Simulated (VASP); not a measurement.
# PdC3 (Im-3m) in VASP: notebook

Runs on PdC3. Level: PBE. Tasks: single point, relaxation of cell and atoms.

Everything below comes from runs of VASP 6.6.1. Logs are shortened: lines on timing, memory, paths and dates and some standing lists are left out, and cuts for length are marked.

**1. The cell of the first run**

The structure is cubic, space group Im-3m (No. 229). The conventional cell has a = 4.136 Å, b = 4.136 Å, c = 4.136 Å, α = 90.00°, β = 90.00°, γ = 90.00°. Within 2.7 Å of Pd (site symmetry m-3m) lie 6 C at 2.07 Å. Within 2.7 Å of C (site symmetry 4/mmm) lie 2 Pd at 2.07 Å and 4 C at 2.07 Å.

The cell was built from a structure type or drawn by symmetry, and may not be a known phase.

**2. Single point, PBE**

INCAR reads:

```
PREC = Accurate
ENCUT = 520
EDIFF = 1E-7
ISMEAR = 0
SIGMA = 0.1
LREAL = F
LASPH = T
NELM = 80
ALGO = Normal
ISIF = 2
LWAVE = F
LCHARG = F
GGA = PE
NBANDS = 19
```

KPOINTS reads:

```
Automatic mesh
0
Gamma
  16 16 16
```

POSCAR reads:

```
PdC3
1.0
   -2.0678632723      2.0678632723      2.0678632723
    2.0678632723     -2.0678632723      2.0678632723
    2.0678632723      2.0678632723     -2.0678632723
Pd C
1 3
Direct
    0.0000000000      0.0000000000      0.0000000000
    0.0000000000      0.5000000000      0.5000000000
    0.5000000000      0.0000000000      0.5000000000
    0.5000000000      0.5000000000      0.0000000000
```

Potentials or basis: VASP PAW PBE potentials, release 64 (Pd, C).

Launch:

```sh
$ cat potpaw_PBE.64/Pd/POTCAR potpaw_PBE.64/C/POTCAR > POTCAR
$ mpirun -np 1 vasp_std > vasp.out
```

OUTCAR:

```text
PREC = Accurate
   ENCUT = 520
   EDIFF = 1E-7
   ISMEAR = 0
   LREAL = F
   LASPH = T
   NELM = 80
   ISIF = 2
   GGA = PE

 ion  position               nearest neighbor table
   1  0.000  0.000  0.000-   2 2.07   3 2.07   4 2.07   2 2.07   3 2.07   4 2.07
   2  0.000  0.500  0.500-   1 2.07   3 2.07   4 2.07   1 2.07   4 2.07   3 2.07
   3  0.500  0.000  0.500-   1 2.07   2 2.07   4 2.07   4 2.07   1 2.07   2 2.07
   4  0.500  0.500  0.000-   1 2.07   2 2.07   3 2.07   3 2.07   2 2.07   1 2.07

  LATTYP: Found a body centered cubic cell.
 ALAT       =     4.1357265446

  Lattice vectors:

 A1 = (  -2.0678632723,   2.0678632723,   2.0678632723)
 A2 = (   2.0678632723,  -2.0678632723,   2.0678632723)
 A3 = (   2.0678632723,   2.0678632723,  -2.0678632723)

Analysis of symmetry for initial positions (statically):
=====================================================================
 Subroutine PRICEL returns:
 Original cell was already a primitive cell.

 Routine SETGRP: Setting up the symmetry group for a
 body centered cubic supercell.

 Subroutine GETGRP returns: Found 48 space group operations
 (whereof 48 operations were pure point group operations)
 out of a pool of 48 trial point group operations.

The static configuration has the point symmetry O_h .

Analysis of symmetry for dynamics (positions and initial velocities):
=====================================================================
 Subroutine PRICEL returns:
 Original cell was already a primitive cell.

 Routine SETGRP: Setting up the symmetry group for a
 body centered cubic supercell.

 Subroutine GETGRP returns: Found 48 space group operations
 (whereof 48 operations were pure point group operations)
 out of a pool of 48 trial point group operations.

The dynamic configuration has the point symmetry O_h .

 Subroutine INISYM returns: Found 48 space group operations
 (whereof 48 operations are pure point group operations),
 and found     1 'primitive' translations

----------------------------------------------------------------------------------------

                                     Primitive cell

  volume of cell :      35.3692

  direct lattice vectors                    reciprocal lattice vectors
    -2.067863272  2.067863272  2.067863272     0.000000000  0.241795484  0.241795484
     2.067863272 -2.067863272  2.067863272     0.241795484  0.000000000  0.241795484
     2.067863272  2.067863272 -2.067863272     0.241795484  0.241795484  0.000000000

  length of vectors
     3.581644251  3.581644251  3.581644251     0.341950452  0.341950452  0.341950452

  position of ions in fractional coordinates (direct lattice)
     0.000000000  0.000000000  0.000000000
     0.000000000  0.500000000  0.500000000
     0.500000000  0.000000000  0.500000000
     0.500000000  0.500000000  0.000000000

  ion indices of the primitive-cell ions
   primitive index   ion index
                 1           1
                 2           2
                 3           3
                 4           4

----------------------------------------------------------------------------------------

 KPOINTS: Automatic mesh

Automatic generation of k-mesh.
 Grid dimensions read from file:
 generate k-points for:   16   16   16

 Generating k-lattice:

  Cartesian coordinates                     Fractional coordinates (reciprocal lattice)
     0.000000000  0.015112218  0.015112218     0.062500000  0.000000000  0.000000000
     0.015112218  0.000000000  0.015112218     0.000000000  0.062500000  0.000000000
     0.015112218  0.015112218  0.000000000     0.000000000  0.000000000  0.062500000

  Length of vectors
     0.021371903  0.021371903  0.021371903

  Shift w.r.t. Gamma in fractional coordinates (k-lattice)
     0.000000000  0.000000000  0.000000000

 Subroutine IBZKPT returns following result:
 ===========================================

 Found    145 irreducible k-points:

 Following reciprocal coordinates:
            Coordinates               Weight
  0.000000  0.000000  0.000000      1.000000
  0.062500  0.000000  0.000000     12.000000
  0.125000  0.000000  0.000000     12.000000
  0.187500  0.000000  0.000000     12.000000
  0.250000  0.000000  0.000000     12.000000
  0.312500  0.000000  0.000000     12.000000
[... 16 lines left out ...]
  0.187500  0.187500  0.000000     24.000000
  0.250000  0.187500  0.000000     48.000000
 [... further k-points ...]
   k-points           NKPTS =    145   k-points in BZ     NKDIM =    145   number of bands    NBANDS=     19
   number of dos      NEDOS =    301   number of ions     NIONS =      4
   total plane-waves  NPLWV =  21952
   dimension x,y,z NGX =    28 NGY =   28 NGZ =   28
   dimension x,y,z NGXF=    56 NGYF=   56 NGZF=   56
   ions per type =               1   3
   NGX,Y,Z   is equivalent  to a cutoff of  13.00, 13.00, 13.00 a.u.
   NGXF,Y,Z  is equivalent  to a cutoff of  25.99, 25.99, 25.99 a.u.
 SYSTEM =  unknown system
   PREC   = accura    normal or accurate (medium, high low for compatibility)
   ISTART =      0    job   : 0-new  1-cont  2-samecut
   ICHARG =      2    charge: 1-file 2-atom 10-const
   ISPIN  =      1    spin polarized calculation?
   LNONCOLLINEAR =      F non collinear calculations
   LSORBIT =      F    spin-orbit coupling
   LASPH  =      T    aspherical Exc in radial PAW
   ENCUT  =  520.0 eV  38.22 Ry    6.18 a.u.   6.66  6.66  6.66*2*pi/ulx,y,z
   NELM   =     80;   NELMIN=  2; NELMDL= -5     # of ELM steps
   EDIFF  = 0.1E-06   stopping-criterion for ELM
   LREAL  =      F    real-space projection
   EDIFFG = 0.1E-05   stopping-criterion for IOM
   NSW    =      0    number of steps for IOM
   IBRION =     -1    ionic relax: 0-MD 1-quasi-New 2-CG
   NFREE  =      0    steps in history (QN), initial steepest desc. (CG)
   ISIF   =      2    stress and relaxation
   ISYM   =      2    0-nonsym 1-usesym 2-fastsym
   POTIM  = 0.5000    time-step for ionic-motion
   TEBEG  =    0.0;   TEEND  =   0.0 temperature during run
   PSTRESS=    0.0 pullay stress
   NELECT =      22.0000    total number of electrons
   NUPDOWN=      -1.0000    fix difference up-down
   EMIN   =  10.00;   EMAX   =-10.00  energy-range for DOS
   EFERMI =   0.00;   METHOD = LEGACY
   ISMEAR =     0;   SIGMA  =   0.10  broadening in eV -4-tet -1-fermi 0-gaus
   EFERMI_NEDOS =   21; number of points for ismear=-14 and -15
   IALGO  =     38    algorithm
   IMIX   =      4    mixing-type and parameters
     AMIX     =   0.40;   BMIX     =  1.00
     AMIX_MAG =   1.60;   BMIX_MAG =  1.00
  volume/ion in A,a.u.               =       8.84        59.67
  Fermi-wavevector in a.u.,A,eV,Ry     =   1.397464  2.640824 26.570888  1.952905
  Thomas-Fermi vector in A             =   2.520718
   LORBIT       =      0    0 simple, 1 ext, 2 COOP (PROOUT), +10 PAW based schemes
   GGA     = PE    functional components
   LHFCALC =     F    Hartree Fock is set to
   AEXX    =    0.0000 exact exchange contribution
   IVDW    =     0    specifies the selected vdW correction
   LEPSILON=     F    determine dielectric tensor
   LRPA    =     F    only Hartree local field effects (RPA)
 non-spin polarized calculation
 Gauss-broadening in eV      SIGMA  =   0.10
  energy-cutoff  :      520.00
  volume of cell :       35.37
 maximum number of plane-waves:       976
   NGX = 13   NGY = 13   NGZ = 13

 number of electron      22.0000003 magnetization

 Free energy of the ion-electron system (eV)
  ---------------------------------------------------
  ext. energy  EPLUGINS =         0.00000000
  ---------------------------------------------------
  free energy    TOTEN  =       -22.91857953 eV

  energy without entropy =      -22.90990584  energy(sigma->0) =      -22.91424269

 E-fermi :   8.7304     XC(G=0): -12.9507

 val. band max:        8.7270973763   @ k =  -0.3750   0.4375   0.2500
 cond. band min:       8.7361060038   @ k =  -0.3125   0.3125   0.2500
 fundamental gap:      0.0090086276
 Fermi energy:         8.7303600188

 k-point     1 :       0.0000    0.0000    0.0000
  band No.  band energies     occupation
      1      -7.0879      2.00000
      2       0.7589      2.00000
      3       0.7589      2.00000
      4       4.4027      2.00000
      5       4.4027      2.00000
      6       4.4027      2.00000
[... 11 lines left out ...]
     18      18.7196      0.00000
     19      20.9423      0.00000

 k-point     2 :       0.0625    0.0000    0.0000
  band No.  band energies     occupation
      1      -7.0293      2.00000
      2       0.6110      2.00000
      3       0.7481      2.00000
      4       3.9559      2.00000
      5       4.0196      2.00000
      6       4.4283      2.00000
[... 11 lines left out ...]
     18      18.8739      0.00000
     19      20.9544      0.00000

 k-point     3 :       0.1250    0.0000    0.0000
  band No.  band energies     occupation
      1      -6.8546      2.00000
      2       0.2077      2.00000
      3       0.7280      2.00000
      4       3.4352      2.00000
      5       3.7038      2.00000
      6       4.5045      2.00000
[... 11 lines left out ...]
     18      19.2746      0.00000
     19      20.9778      0.00000

 k-point     4 :       0.1875    0.0000    0.0000
  band No.  band energies     occupation
      1      -6.5682      2.00000
      2      -0.3580      2.00000
      3       0.7265      2.00000
      4       2.9682      2.00000
      5       3.4882      2.00000
      6       4.6284      2.00000
[... 11 lines left out ...]
     18      19.7794      0.00000
     19      20.9825      0.00000

 k-point     5 :       0.2500    0.0000    0.0000
  band No.  band energies     occupation
      1      -6.1773      2.00000
      2      -1.0029      2.00000
      3       0.7717      2.00000
      4       2.5710      2.00000
      5       3.2530      2.00000
      6       4.3358      2.00000
[... 11 lines left out ...]
     18      20.2732      0.00000
     19      20.9396      0.00000

 k-point     6 :       0.3125    0.0000    0.0000
  band No.  band energies     occupation
      1      -5.6928      2.00000
      2      -1.6808      2.00000
      3       0.8829      2.00000
      4       2.2535      2.00000
      5       2.9319      2.00000
      6       3.6316      2.00000
[... 11 lines left out ...]
     18      20.7422      0.00000
     19      20.8407      0.00000

 k-point     7 :       0.3750    0.0000    0.0000
  band No.  band energies     occupation
      1      -5.1307      2.00000
      2      -2.3712      2.00000
      3       1.0673      2.00000
      4       2.0223      2.00000
      5       2.5889      2.00000
      6       2.9920      2.00000
[... 11 lines left out ...]
     18      20.7075      0.00000
     19      21.1926      0.00000

 k-point     8 :       0.4375    0.0000    0.0000
  band No.  band energies     occupation
      1      -4.5187      2.00000
      2      -3.0545      2.00000
      3       1.3072      2.00000
      4       1.8818      2.00000
      5       2.3359      2.00000
      6       2.4703      2.00000
[... 256 lines left out ...]
 k-point    20 :       0.3125    0.1250    0.0000
  band No.  band energies     occupation
      1      -4.9860      2.00000
      2      -2.3277      2.00000
      3       0.2689      2.00000
      4       2.3173      2.00000
      5       2.5575      2.00000
      6       3.7124      2.00000
[... 11 lines left out ...]
     18      20.6315      0.00000
     19      21.6995      0.00000

 k-point    21 :       0.3750    0.1250    0.0000
  band No.  band energies     occupation
      1      -4.3910      2.00000
      2      -2.9655      2.00000
      3       0.2286      2.00000
      4       2.2343      2.00000
      5       2.3651      2.00000
      6       3.3895      2.00000
[... 11 lines left out ...]
     18      20.7371      0.00000
     19      21.7751      0.00000

 k-point    22 :       0.4375    0.1250   -0.0000
  band No.  band energies     occupation
      1      -3.9471      2.00000
      2      -3.4228      2.00000
      3       0.2131      2.00000
      4       2.2571      2.00000
      5       2.2592      2.00000
      6       3.2606      2.00000
[... 11 lines left out ...]
     18      20.7634      0.00000
     19      21.8215      0.00000

 k-point    23 :       0.1875    0.1875    0.0000
  band No.  band energies     occupation
      1      -5.5892      2.00000
      2      -1.5502      2.00000
      3       0.1457      2.00000
      4       2.5618      2.00000
      5       2.9568      2.00000
      6       4.2685      2.00000
[... 11 lines left out ...]
     18      20.3580      0.00000
     19      22.1759      0.00000

 k-point    24 :       0.2500    0.1875    0.0000
  band No.  band energies     occupation
      1      -5.0846      2.00000
      2      -2.0529      2.00000
      3      -0.1070      2.00000
      4       2.3394      2.00000
      5       2.8090      2.00000
      6       4.2322      2.00000
[... 11 lines left out ...]
     18      20.5619      0.00000
     19      22.1716      0.00000

 [... further k-points ...]

------------------------ aborting loop because EDIFF is reached ----------------------------------------

  FORCE on cell =-STRESS in cart. coord.  units (eV):
  Direction    XX          YY          ZZ          XY          YZ          ZX
  --------------------------------------------------------------------------------------
  -------------------------------------------------------------------------------------
  Total        0.0135751      0.0135751      0.0135751      0.0000000     -0.0000000      0.0000000
  in kB        0.6149324      0.6149324      0.6149324      0.0000000     -0.0000000      0.0000000
  external PRESSURE =       0.6149324 kB  Pullay stress =       0.0000000 kB

 VOLUME and BASIS-vectors are now :
 -----------------------------------------------------------------------------
  energy-cutoff  :      520.00
  volume of cell :       35.37
      direct lattice vectors                 reciprocal lattice vectors
    -2.067863272  2.067863272  2.067863272     0.000000000  0.241795484  0.241795484
     2.067863272 -2.067863272  2.067863272     0.241795484  0.000000000  0.241795484
     2.067863272  2.067863272 -2.067863272     0.241795484  0.241795484  0.000000000

 POSITION                                       TOTAL-FORCE (eV/Angst)
 -----------------------------------------------------------------------------------
      0.00000      0.00000      0.00000        -0.000000      0.000000      0.000000
      2.06786      0.00000      0.00000        -0.000000      0.000000     -0.000000
      0.00000      2.06786      0.00000         0.000000     -0.000000     -0.000000
      0.00000      0.00000      2.06786         0.000000     -0.000000      0.000000
 -----------------------------------------------------------------------------------
    total drift:                                0.000000     -0.000000     -0.000000

  FREE ENERGIE OF THE ION-ELECTRON SYSTEM (eV)
  ---------------------------------------------------
  free  energy   TOTEN  =       -22.9185795307 eV

  energy  without entropy=      -22.9099058408  energy(sigma->0) =      -22.91424269
```

Wall time 1.8 min (1 thread of Intel Xeon 8259CL, shared host); peak memory 0.22 GiB.

Results:

- Free energy: -22.9186 eV
- Pressure: 0.1 GPa
- Band gap on the k mesh: zero (bands 11 and 12 overlap by 2.88 eV)

**3. Relaxation of cell and atoms, PBE**

INCAR reads:

```
PREC     = Accurate       # precision mode
ENCUT    = 600            # plane-wave cutoff, eV
EDIFF    = 1E-7           # SCF threshold, eV
ISMEAR   = 0              # smearing method
SIGMA    = 0.1            # smearing width, eV
LREAL    = F              # projectors in reciprocal space
LASPH    = T              # aspherical terms in the spheres
NELM     = 60             # most SCF steps
ALGO     = Normal         # electronic algorithm
ISIF     = 3              # what is computed and relaxed
LWAVE    = F              # write WAVECAR
LCHARG   = F              # write CHGCAR
GGA      = PE             # functional
IBRION   = 2              # ionic algorithm
NSW      = 100            # ionic steps
EDIFFG   = -0.01          # ionic threshold
```

KPOINTS reads:

```
regular mesh
0
Gamma
  16 16 16
```

POSCAR reads:

```
PdC3
1.0
   -2.0675029720      2.0675029720      2.0675029720
    2.0675029720     -2.0675029720      2.0675029720
    2.0675029720      2.0675029720     -2.0675029720
Pd C
1 3
Direct
    0.0000000000      0.0000000000      0.0000000000
    0.0000000000      0.5000000000      0.5000000000
    0.5000000000      0.0000000000      0.5000000000
    0.5000000000      0.5000000000      0.0000000000
```

Potentials or basis: VASP PAW PBE potentials, release 64 (Pd, C).

Launch:

```sh
$ cat potpaw_PBE.64/Pd/POTCAR potpaw_PBE.64/C/POTCAR > POTCAR
$ mpirun -np 1 vasp_std > vasp.out
```

Run time: 2 min. Hardware: 1 thread of Intel Xeon 8259CL, shared host; peak memory 0.24 GiB.

It converged, with:

| Property | Result |
| --- | --- |
| Free energy | -22.9195 eV |
| Pressure after relaxing | 0.0 GPa |
| Band gap on the k mesh | zero (bands 11 and 12 overlap by 2.89 eV) |

Final structure:
```
CELL_PARAMETERS angstrom
-2.06750 2.06750 2.06750
2.06750 -2.06750 2.06750
2.06750 2.06750 -2.06750
ATOMIC_POSITIONS crystal
Pd 0.00000 0.00000 0.00000
C 0.00000 0.50000 0.50000
C 0.50000 0.00000 0.50000
C 0.50000 0.50000 0.00000
```

Levels at points of the mesh, in eV from the Fermi level:
| k point | band 7 | band 8 | band 9 | band 10 | band 11 | band 12 | band 13 | band 14 | band 15 |
| --- | --- | --- | --- | --- | --- | --- | --- | --- | --- |
| (0.00, 0.00, 0.00) | -4.04 | -4.04 | -4.04 | -0.84 | -0.84 | -0.84 | 0.20 | 0.20 | 7.57 |
| (0.50, 0.00, 0.00) | -3.51 | -3.29 | -1.83 | -0.85 | 0.72 | 1.15 | 1.70 | 2.14 | 4.96 |
| (0.50, 0.50, 0.50) | -3.39 | -3.39 | -3.39 | -0.98 | -0.98 | 0.93 | 0.93 | 0.93 | 7.91 |

Caveat: the relaxation stopped at its first step, so nothing moved.
